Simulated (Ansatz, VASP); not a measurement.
# TiPd3: VASP beside Ansatz

File INCAR:

```
ALGO     = Fast           # electronic algorithm
EDIFF    = 1E-7           # SCF threshold, eV
EDIFFG   = -0.005         # ionic threshold
ENCUT    = 600            # plane-wave cutoff, eV
GGA      = CA             # functional
IBRION   = 2              # ionic algorithm
ISIF     = 3              # what is computed and relaxed
ISMEAR   = 0              # smearing method
LASPH    = True           # aspherical terms in the spheres
LCHARG   = False          # write CHGCAR
LREAL    = False          # projectors in reciprocal space
LWAVE    = False          # write WAVECAR
NELM     = 80             # most SCF steps
NSW      = 100            # ionic steps
PREC     = Accurate       # precision mode
SIGMA    = 0.1            # smearing width, eV
```

File KPOINTS:

```
k-points
0
Gamma
  12 12 12
```

Contents of POSCAR:

```
TiPd3
1.0
    3.8200000000      0.0000000000      0.0000000000
    0.0000000000      3.8200000000      0.0000000000
    0.0000000000      0.0000000000      3.8200000000
Ti Pd
1 3
Direct
    0.0000000000      0.0000000000      0.0000000000
    0.0000000000      0.5000000000      0.5000000000
    0.5000000000      0.0000000000      0.5000000000
    0.5000000000      0.5000000000      0.0000000000
```

Input for Ansatz:

```yaml
crystal:
  lattice:
    - [3.82, 0.0, 0.0]
    - [0.0, 3.82, 0.0]
    - [0.0, 0.0, 3.82]
  atoms:
    - { symbol: Ti, position: [0.0, 0.0, 0.0] }
    - { symbol: Pd, position: [0.0, 0.5, 0.5] }
    - { symbol: Pd, position: [0.5, 0.0, 0.5] }
    - { symbol: Pd, position: [0.5, 0.5, 0.0] }
basis:
  ecutwfc: 420
kpoints:
  mp_grid: { grid: [12, 12, 12] }
hamiltonian:
  xc: lda
scf:
  occupations: { method: gaussian, width: 0.1 }
output:
  forces: true
  stress: true
  eigenvalues: true
  write_density: true
  write_potential: true
  elf: true
  volumetric_format: npy
relax:
  adjacent_minimum: "off"
  f_tol: 0.005
  max_steps: 80
  cell: { stress_tol: 0.05 }
```

Alike in both runs: task relaxation of cell and atoms; functional LDA; k mesh 12 × 12 × 12; occupations gaussian, width 0.1 eV; no spin polarisation.

|  | VASP | Ansatz |
| --- | --- | --- |
| version | VASP 6.6.1 | Ansatz 0.2.0 |
| potentials or method | VASP PAW LDA potentials, release 64 (Ti_sv, Pd), cutoff 600 eV | scalar-relativistic, plane waves, PAW |
| valence electrons in the cell | 42 | 66 |

VASP gave:

| Property | Result |
| --- | --- |
| gap on the k mesh at the Fermi level, each at its own relaxed structure (eV) | none |
| relaxed volume (Å³/atom) | 14.10 |
| relaxed length of the cell vector where the two differ most in proportion (Å) | 3.835 |

Question: What did Ansatz give for the same quantities?

Answer: gap on the k mesh at the Fermi level, each at its own relaxed structure (eV): none; relaxed volume (Å³/atom): 14.08; relaxed length of the cell vector where the two differ most in proportion (Å): 3.833.

LDA's correlation is that of Perdew and Zunger in VASP and of Perdew and Wang (1992) in Ansatz. A gap of «none» marks a metal or a gap that the smearing closes. VASP's potentials hold 42 valence electrons a cell and Ansatz's 66, so a difference there can come from the potentials and not from the codes.
